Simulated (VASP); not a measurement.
# PtSe2 (P-3m1) in VASP: notebook, part 2 of 2

VASP 6.6.1.

## Step 3: Single point, PBE+D3(BJ)

Contents of INCAR:

```
PREC = Accurate
ENCUT = 520
EDIFF = 1E-6
ISMEAR = -1
SIGMA = 0.1034
LREAL = Auto
LASPH = True
NELM = 80
ALGO = Normal
ISIF = 2
LWAVE = False
LCHARG = False
GGA = PE
IVDW = 12
ISYM = 0
NBANDS = 81
```

Contents of KPOINTS:

```
Automatic mesh
0
Gamma
  2 2 2
  0.5 0.5 0.5
```

Contents of POSCAR:

```
PtSe2
1.0
    0.0000000000     -6.4501582546      0.0000000000
    5.5860009069      3.2250791273      0.0000000000
    0.0000000000      0.0000000000     10.1240000000
Pt Se
6 12
Direct
    0.6666666667      0.3333333333      0.0000000000
    0.6666666667      0.3333333333      0.5000000000
    0.0000000000      0.0000000000      0.0000000000
    0.0000000000      0.0000000000      0.5000000000
    0.3333333333      0.6666666667      0.0000000000
    0.3333333333      0.6666666667      0.5000000000
    0.3333333333      0.3333333333      0.1250000000
    0.3333333333      0.3333333333      0.6250000000
    0.6666666667      0.0000000000      0.1250000000
    0.6666666667      0.0000000000      0.6250000000
    0.0000000000      0.6666666667      0.1250000000
    0.0000000000      0.6666666667      0.6250000000
    0.6666666667      0.6666666667      0.3750000000
    0.6666666667      0.6666666667      0.8750000000
    0.0000000000      0.3333333333      0.3750000000
    0.0000000000      0.3333333333      0.8750000000
    0.3333333333      1.0000000000      0.3750000000
    0.3333333333      1.0000000000      0.8750000000
```

Potentials or basis: VASP PAW PBE potentials, release 64 (Pt, Se).

The run is started by

```sh
cat potpaw_PBE.64/Pt/POTCAR potpaw_PBE.64/Se/POTCAR > POTCAR
mpirun -np 1 vasp_std > vasp.out
```

OUTCAR:

```text
PREC = Accurate
   ENCUT = 520
   EDIFF = 1E-6
   ISMEAR = -1
   LREAL = Auto
   LASPH = True
   NELM = 80
   ISIF = 2
   GGA = PE
   IVDW = 12
   ISYM = 0
 IVDW          = 12

 ion  position               nearest neighbor table
   1  0.667  0.333  0.000-   9 2.49  16 2.49  18 2.49  11 2.49  14 2.49   7 2.49
   2  0.667  0.333  0.500-  10 2.49  15 2.49  17 2.49  12 2.49  13 2.49   8 2.49
   3  0.000  0.000  0.000-   7 2.49  11 2.49  14 2.49  16 2.49   9 2.49  18 2.49
   4  0.000  0.000  0.500-   8 2.49  12 2.49  13 2.49  15 2.49  10 2.49  17 2.49
   5  0.333  0.667  0.000-  18 2.49  11 2.49   9 2.49  16 2.49   7 2.49  14 2.49
   6  0.333  0.667  0.500-  17 2.49  12 2.49  10 2.49  15 2.49   8 2.49  13 2.49
   7  0.333  0.333  0.125-   3 2.49   5 2.49   1 2.49
   8  0.333  0.333  0.625-   4 2.49   6 2.49   2 2.49
   9  0.667  0.000  0.125-   1 2.49   3 2.49   5 2.49
  10  0.667  0.000  0.625-   2 2.49   4 2.49   6 2.49
  11  0.000  0.667  0.125-   3 2.49   5 2.49   1 2.49
  12  0.000  0.667  0.625-   4 2.49   6 2.49   2 2.49
  13  0.667  0.667  0.375-   4 2.49   2 2.49   6 2.49
  14  0.667  0.667  0.875-   3 2.49   1 2.49   5 2.49
  15  0.000  0.333  0.375-   4 2.49   2 2.49   6 2.49
  16  0.000  0.333  0.875-   3 2.49   1 2.49   5 2.49
  17  0.333  0.000  0.375-   6 2.49   4 2.49   2 2.49
  18  0.333  0.000  0.875-   5 2.49   3 2.49   1 2.49

IMPORTANT INFORMATION: All symmetrisations will be switched off!
NOSYMM: (Re-)initialisation of all symmetry stuff for point group C_1.

----------------------------------------------------------------------------------------

                                     Primitive cell

  volume of cell :     364.7737

  direct lattice vectors                    reciprocal lattice vectors
     0.000000000 -6.450158255  0.000000000     0.089509473 -0.155034956  0.000000000
     5.586000907  3.225079127  0.000000000     0.179018947  0.000000000  0.000000000
     0.000000000  0.000000000 10.124000000     0.000000000  0.000000000  0.098775188

  length of vectors
[... 126 lines left out ...]
   GGA     = PE    functional components
   LHFCALC =     F    Hartree Fock is set to
   AEXX    =    0.0000 exact exchange contribution
   IVDW    =    12    specifies the selected vdW correction
   LEPSILON=     F    determine dielectric tensor
   LRPA    =     F    only Hartree local field effects (RPA)
 non-spin polarized calculation
  energy-cutoff  :      520.00
  volume of cell :      364.77
 maximum number of plane-waves:      9838
   NGX = 23   NGY = 23   NGZ = 37

 number of electron     131.9999989 magnetization

 Free energy of the ion-electron system (eV)
  ---------------------------------------------------
  ext. energy  EPLUGINS =         0.00000000
  ---------------------------------------------------
  free energy    TOTEN  =       -85.19618546 eV

  energy without entropy =      -85.08697108  energy(sigma->0) =      -85.14157827

 E-fermi :   6.5157     XC(G=0): -10.6335

 val. band max:        6.3015942336   @ k =   0.2500   0.0000   0.2500
 cond. band min:       6.7801141448   @ k =   0.5000  -0.2500   0.2500
 fundamental gap:      0.4785199112
 Fermi energy:         6.5156531371

 k-point     1 :       0.2500    0.2500    0.2500
  band No.  band energies     occupation
      1      -8.4851      2.00000
      2      -8.0976      2.00000
      3      -7.8438      2.00000
      4      -7.8438      2.00000
      5      -7.4717      2.00000
      6      -7.4717      2.00000
[... 961 lines left out ...]
     77       8.4263      0.00000
     78       8.5313      0.00000
 [bands above 78 left out]

------------------------ aborting loop because EDIFF is reached ----------------------------------------

 Edisp (eV)   -8.58566

 E8    (eV) :    -3.6841

  FORCE on cell =-STRESS in cart. coord.  units (eV):
  Direction    XX          YY          ZZ          XY          YZ          ZX
  --------------------------------------------------------------------------------------
  -------------------------------------------------------------------------------------
  Total       9.62988     9.62987     5.04718    -0.00001    -0.00000     0.00000
  in kB      42.29683    42.29679    22.16846    -0.00004    -0.00000     0.00001
  external pressure =       35.59 kB  Pullay stress =        0.00 kB

 VOLUME and BASIS-vectors are now :
 -----------------------------------------------------------------------------
  energy-cutoff  :      520.00
  volume of cell :      364.77
      direct lattice vectors                 reciprocal lattice vectors
     0.000000000 -6.450158255  0.000000000     0.089509473 -0.155034956  0.000000000
     5.586000907  3.225079127  0.000000000     0.179018947  0.000000000  0.000000000
     0.000000000  0.000000000 10.124000000     0.000000000  0.000000000  0.098775188

 POSITION                                       TOTAL-FORCE (eV/Angst)
 -----------------------------------------------------------------------------------
      1.86200     -3.22508      0.00000         0.000001      0.000000      0.000001
      1.86200     -3.22508      5.06200        -0.000000     -0.000001     -0.000001
      0.00000      0.00000      0.00000         0.000000      0.000000      0.000000
      0.00000      0.00000      5.06200         0.000000      0.000001      0.000000
      3.72400      0.00000      0.00000        -0.000001      0.000000     -0.000000
      3.72400      0.00000      5.06200         0.000000      0.000001     -0.000000
[... 10 lines left out ...]
      0.00000     -2.15005      3.79650         0.000006     -0.000008     -0.609105
      0.00000     -2.15005      8.85850        -0.000003     -0.000000     -0.609108
 -----------------------------------------------------------------------------------
    total drift:                                0.000000      0.000001      0.000000

  FREE ENERGIE OF THE ION-ELECTRON SYSTEM (eV)
  ---------------------------------------------------
  free  energy   TOTEN  =       -93.7818427862 eV

  energy  without entropy=      -93.6726284096  energy(sigma->0) =      -93.72723560
```

stdout:

```text
POSCAR found type information on POSCAR PtSe
 POSCAR found :  2 types and      18 ions
 scaLAPACK will be used
 LDA part: xc-table for (Slater+PW92), standard interpolation
 POSCAR, INCAR and KPOINTS ok, starting setup
 FFT: planning ... GRIDC
 FFT: planning ... GRID_SOFT
 FFT: planning ... GRID
 WAVECAR not read
 entering main loop
```

Wall time 7.2 min (1 thread of AMD EPYC 7R13 (Zen 3), shared host); peak memory 0.54 GiB.

What came out:

| Item | Value |
| --- | --- |
| Free energy | -93.7818 eV |
| Pressure | 3.6 GPa |
| Largest force | 0.609 eV/Å |
| Band gap on the k mesh | 0.48 eV |
| Dispersion energy per atom | -0.477 eV |

Forces in eV/Å, atoms in the order of the input:
```
Pt   0.000  0.000  0.000
Pt   0.000  0.000  0.000
Pt   0.000  0.000  0.000
Pt   0.000  0.000  0.000
Pt   0.000  0.000  0.000
Pt   0.000  0.000  0.000
Se   0.000  0.000  0.609
Se   0.000  0.000  0.609
Se   0.000  0.000  0.609
Se   0.000  0.000  0.609
Se   0.000  0.000  0.609
Se   0.000  0.000  0.609
Se   0.000  0.000 -0.609
Se   0.000  0.000 -0.609
Se   0.000  0.000 -0.609
Se   0.000  0.000 -0.609
Se   0.000  0.000 -0.609
Se   0.000  0.000 -0.609
```

Stress tensor (GPa, compression positive):
```
4.23 0.00 0.00
0.00 4.23 0.00
0.00 0.00 2.22
```

Levels at points of the mesh, in eV from the valence-band top:
| k point | band 64 | band 65 | band 66 | band 67 | band 68 | band 69 |
| --- | --- | --- | --- | --- | --- | --- |
| (0.25, 0.25, 0.25) | -1.09 | -1.09 | -0.38 | 0.53 | 0.53 | 0.89 |

Caveat: the k points lie up to 0.56 Å⁻¹ apart; spin-orbit coupling is left out, which moves the levels of the heavy elements; a shifted mesh leaves out Γ, where band edges can lie. A k mesh can miss the band edges.
